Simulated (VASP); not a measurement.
Set up this calculation in VASP 6.6.1, as the native input.

- Task: relaxation of cell and atoms
- Functional: PBEsol
- Dispersion: D3(BJ)
- Potentials or basis: VASP PAW PBE potentials, release 64 (Bi_d)
- Cutoff: 600 eV
- k mesh: 9 × 9 × 9
- Occupations: fermi-dirac, width 0.05 eV
- Spin: no spin polarisation
- Dipole correction: no
- Further INCAR settings: ALGO = Normal; EDIFF = 1e-06; IBRION = 2; EDIFFG = -0.01; NSW = 60; ISIF = 3

The structure of Bi lies in POSCAR:

```
Bi
1.0
   -1.9814305318      1.9814305318      1.9814305318
    1.9814305318     -1.9814305318      1.9814305318
    1.9814305318      1.9814305318     -1.9814305318
Bi
1
Direct
    0.0000000000      0.0000000000      0.0000000000
```

These files were run (other wordings do the same):

INCAR

```
SYSTEM = Bi
ALGO     = Normal         ! electronic algorithm
EDIFF    = 1E-6           ! SCF threshold, eV
EDIFFG   = -0.01          ! ionic threshold
ENCUT    = 600            ! plane-wave cutoff, eV
GGA      = PS             ! functional
IBRION   = 2              ! ionic algorithm
ISIF     = 3              ! what is computed and relaxed
ISMEAR   = -1             ! smearing method
IVDW     = 12             ! dispersion correction
LASPH    = .TRUE.         ! aspherical terms in the spheres
LCHARG   = .FALSE.        ! write CHGCAR
LREAL    = .FALSE.        ! projectors in reciprocal space
LWAVE    = .FALSE.        ! write WAVECAR
NELM     = 80             ! most SCF steps
NSW      = 60             ! ionic steps
PREC     = Accurate       ! precision mode
SIGMA    = 0.05           ! smearing width, eV
```

KPOINTS

```
k-points
0
G
  9 9 9
  0 0 0
```

Potentials or basis: VASP PAW PBE potentials, release 64 (Bi_d).

Run with:

```sh
$ cat potpaw_PBE.64/Bi_d/POTCAR > POTCAR
$ mpirun -np 1 vasp_std > vasp.out
```

Results of the run:

| Item | Value |
| --- | --- |
| Relaxed volume | 28.54 Å³/atom |
| Relaxed cell | a = 3.334 Å, b = 3.334 Å, c = 3.334 Å, α = 109.47°, β = 109.47°, γ = 109.47° |
| Space group after relaxing (to 0.05 Å) | Im-3m (No. 229) |
| Energy gained by relaxing | 41.6 meV/atom |
| Ionic steps | 3 |
| Pressure after relaxing | 0.0 GPa |
| Dispersion energy per atom | -0.573 eV |

Caveat: the PAW data sets were made with another functional, which shifts forces and pressure a little; pairwise dispersion overbinds metals, which lowers pressure and volume.

It took 65 s on 1 thread of AMD EPYC 7R13, with other jobs on the host, peak memory 0.15 GiB.
